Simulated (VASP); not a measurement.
# Os (Fm-3m) in VASP: single point with LDA

Aim: the single point of Os with LDA.

Program: VASP 6.6.1. These are calculated values, not measurements. Logs are shortened: lines on timing, memory, paths and dates and some standing lists are left out, and cuts for length are marked.

## 1. The cell of the first run

The structure is cubic, space group Fm-3m (No. 225). Conventional cell: a = 3.804 Å, b = 3.804 Å, c = 3.804 Å, α = 90.00°, β = 90.00°, γ = 90.00°. Within 3.5 Å of Os (site symmetry m-3m) lie 12 Os at 2.69 Å.

This isn't the form of Os at room conditions, which is hcp.

## 2. Single point, LDA

INCAR

```
PREC = Accurate
ENCUT = 560
EDIFF = 1E-6
ISMEAR = -1
SIGMA = 0.05
LREAL = False
LASPH = True
NELM = 120
ALGO = Normal
ISIF = 2
LWAVE = False
LCHARG = True
LELF = True
LVHAR = True
NBANDS = 14
GGA_COMPAT = False
```

KPOINTS

```
regular mesh
0
Gamma
  10 10 10
```

POSCAR

```
Os
1.0
    0.0000000000      1.9021055261      1.9021055261
    1.9021055261      0.0000000000      1.9021055261
    1.9021055261      1.9021055261      0.0000000000
Os
1
Direct
    0.0000000000      0.0000000000      0.0000000000
```

Potentials or basis: VASP PAW LDA potentials, release 64 (Os_sv_GW).

On the command line:

```bash
cat potpaw_LDA.64/Os_sv_GW/POTCAR > POTCAR
mpirun -np 1 vasp_std > vasp.out
```

OUTCAR:

```text
PREC = Accurate
   ENCUT = 560
   EDIFF = 1E-6
   ISMEAR = -1
   LREAL = False
   LASPH = True
   NELM = 120
   ISIF = 2

 ion  position               nearest neighbor table
   1  0.000  0.000  0.000-

  LATTYP: Found a face centered cubic cell.
 ALAT       =     3.8042110522

  Lattice vectors:

 A1 = (   0.0000000000,   1.9021055261,   1.9021055261)
 A2 = (   1.9021055261,   0.0000000000,   1.9021055261)
 A3 = (   1.9021055261,   1.9021055261,   0.0000000000)

Analysis of symmetry for initial positions (statically):
=====================================================================
 Subroutine PRICEL returns:
 Original cell was already a primitive cell.

 Routine SETGRP: Setting up the symmetry group for a
 face centered cubic supercell.

 Subroutine GETGRP returns: Found 48 space group operations
 (whereof 48 operations were pure point group operations)
 out of a pool of 48 trial point group operations.

The static configuration has the point symmetry O_h .

Analysis of symmetry for dynamics (positions and initial velocities):
=====================================================================
 Subroutine PRICEL returns:
 Original cell was already a primitive cell.

 Routine SETGRP: Setting up the symmetry group for a
 face centered cubic supercell.

 Subroutine GETGRP returns: Found 48 space group operations
 (whereof 48 operations were pure point group operations)
 out of a pool of 48 trial point group operations.

The dynamic configuration has the point symmetry O_h .

 Subroutine INISYM returns: Found 48 space group operations
 (whereof 48 operations are pure point group operations),
 and found     1 'primitive' translations

----------------------------------------------------------------------------------------

                                     Primitive cell

  volume of cell :      13.7637

  direct lattice vectors                    reciprocal lattice vectors
     0.000000000  1.902105526  1.902105526    -0.262866593  0.262866593  0.262866593
     1.902105526  0.000000000  1.902105526     0.262866593 -0.262866593  0.262866593
     1.902105526  1.902105526  0.000000000     0.262866593  0.262866593 -0.262866593

  length of vectors
     2.689983432  2.689983432  2.689983432     0.455298295  0.455298295  0.455298295

  position of ions in fractional coordinates (direct lattice)
[... 83 lines left out ...]
   ISIF   =      2    stress and relaxation
   ISYM   =      2    0-nonsym 1-usesym 2-fastsym
   POTIM  = 0.5000    time-step for ionic-motion
   TEBEG  =    0.0;   TEEND  =   0.0 temperature during run
   PSTRESS=    0.0 pullay stress
   NELECT =      16.0000    total number of electrons
   NUPDOWN=      -1.0000    fix difference up-down
   EMIN   =  10.00;   EMAX   =-10.00  energy-range for DOS
   EFERMI =   0.00;   METHOD = LEGACY
   ISMEAR =    -1;   SIGMA  =   0.05  broadening in eV -4-tet -1-fermi 0-gaus
   EFERMI_NEDOS =   21; number of points for ismear=-14 and -15
   IALGO  =     38    algorithm
   IMIX   =      4    mixing-type and parameters
     AMIX     =   0.40;   BMIX     =  1.00
     AMIX_MAG =   1.60;   BMIX_MAG =  1.00
  volume/ion in A,a.u.               =      13.76        92.88
  Fermi-wavevector in a.u.,A,eV,Ry     =   1.721354  3.252888 40.314878  2.963060
  Thomas-Fermi vector in A             =   2.797622
   LORBIT       =      0    0 simple, 1 ext, 2 COOP (PROOUT), +10 PAW based schemes
   GGA     = CA    functional components
   LHFCALC =     F    Hartree Fock is set to
   AEXX    =    0.0000 exact exchange contribution
   IVDW    =     0    specifies the selected vdW correction
   LEPSILON=     F    determine dielectric tensor
   LRPA    =     F    only Hartree local field effects (RPA)
 non-spin polarized calculation
  energy-cutoff  :      560.00
  volume of cell :       13.76
 maximum number of plane-waves:       424
 NGX is ok and might be reduce to    24
   NGX = 11   NGY = 11   NGZ = 11

 number of electron      16.0000000 magnetization

 Free energy of the ion-electron system (eV)
  ---------------------------------------------------
  ext. energy  EPLUGINS =         0.00000000
  ---------------------------------------------------
  free energy    TOTEN  =       -13.63315264 eV

  energy without entropy =      -13.62128401  energy(sigma->0) =      -13.62721832

 E-fermi :  13.7859     XC(G=0): -14.9137

 val. band max:       13.7767431005   @ k =   0.3000   0.1000   0.0000
 cond. band min:      13.8049807126   @ k =   0.0000   0.0000   0.0000
 fundamental gap:      0.0282376121
 Fermi energy:        13.7859090440

 k-point     1 :       0.0000    0.0000    0.0000
  band No.  band energies     occupation
      1     -72.3783      2.00000
      2     -31.4324      2.00000
      3     -31.4324      2.00000
      4     -31.4324      2.00000
      5       2.8260      2.00000
      6      10.6411      2.00000
      7      10.6411      2.00000
      8      10.6411      2.00000
      9      13.8050      0.81156
     10      13.8050      0.81156
     11      27.0869      0.00000
     12      32.9152      0.00000
     13      32.9152      0.00000
     14      32.9152      0.00000
[... 377 lines left out ...]
      1     -72.2601      2.00000
      2     -32.3235      2.00000
      3     -31.7976      2.00000
      4     -31.7601      2.00000
      5       6.7012      2.00000
      6       7.5249      2.00000
      7      11.9010      2.00000
      8      14.1228      0.00237
      9      15.9272      0.00000
     10      16.1432      0.00000
     11      27.6271      0.00000
     12      29.6905      0.00000
     13      31.1990      0.00000
     14      35.8575      0.00000

 [... further k-points ...]

------------------------ aborting loop because EDIFF is reached ----------------------------------------

  FORCE on cell =-STRESS in cart. coord.  units (eV):
  Direction    XX          YY          ZZ          XY          YZ          ZX
  --------------------------------------------------------------------------------------
  -------------------------------------------------------------------------------------
  Total        0.0386912      0.0386912      0.0386912      0.0000000     -0.0000000     -0.0000000
  in kB        4.5039047      4.5039047      4.5039047      0.0000000     -0.0000000     -0.0000000
  external PRESSURE =       4.5039047 kB  Pullay stress =       0.0000000 kB

 VOLUME and BASIS-vectors are now :
 -----------------------------------------------------------------------------
  energy-cutoff  :      560.00
  volume of cell :       13.76
      direct lattice vectors                 reciprocal lattice vectors
     0.000000000  1.902105526  1.902105526    -0.262866593  0.262866593  0.262866593
     1.902105526  0.000000000  1.902105526     0.262866593 -0.262866593  0.262866593
     1.902105526  1.902105526  0.000000000     0.262866593  0.262866593 -0.262866593

 POSITION                                       TOTAL-FORCE (eV/Angst)
 -----------------------------------------------------------------------------------
      0.00000      0.00000      0.00000         0.000000     -0.000000     -0.000000
 -----------------------------------------------------------------------------------
    total drift:                                0.000000      0.000000      0.000000

  FREE ENERGIE OF THE ION-ELECTRON SYSTEM (eV)
  ---------------------------------------------------
  free  energy   TOTEN  =       -13.6331526355 eV

  energy  without entropy=      -13.6212840076  energy(sigma->0) =      -13.62721832
```

stdout:

```text
POSCAR found type information on POSCAR Os
 POSCAR found :  1 types and       1 ions
 scaLAPACK will be used
 LDA part: xc-table for (Slater(with rela. corr.)+CA(PZ))
 , standard interpolation
 POSCAR, INCAR and KPOINTS ok, starting setup
 FFT: planning ... GRIDC
 FFT: planning ... GRID_SOFT
 FFT: planning ... GRID
 WAVECAR not read
 entering main loop
```

Run time: 6.3 s. Hardware: 1 thread of AMD EPYC 9R45 (Zen 5), shared host; peak memory 0.11 GiB.

Results:

* Free energy: -13.6332 eV
* Pressure: 0.5 GPa
* Band gap on the k mesh: zero (bands 8 and 9 overlap by 4.14 eV)

Levels at points of the mesh, in eV from the Fermi level:
```csv
k point,band 4,band 5,band 6,band 7,band 8,band 9,band 10,band 11,band 12,band 13
"(0.00, 0.00, 0.00)",-45.22,-10.96,-3.14,-3.14,-3.14,0.02,0.02,13.30,19.13,19.13
"(0.50, 0.00, 0.00)",-45.38,-7.90,-3.30,-3.30,-0.17,2.51,2.51,9.21,13.00,19.62
"(0.50, 0.50, 0.00)",-45.64,-7.82,-7.12,2.43,2.48,3.22,3.22,12.08,12.08,12.56
```

Caveat: spin-orbit coupling is left out, which moves the levels of the heavy elements.

The gap in the log of VASP goes by the Fermi energy; the results here count the filled bands.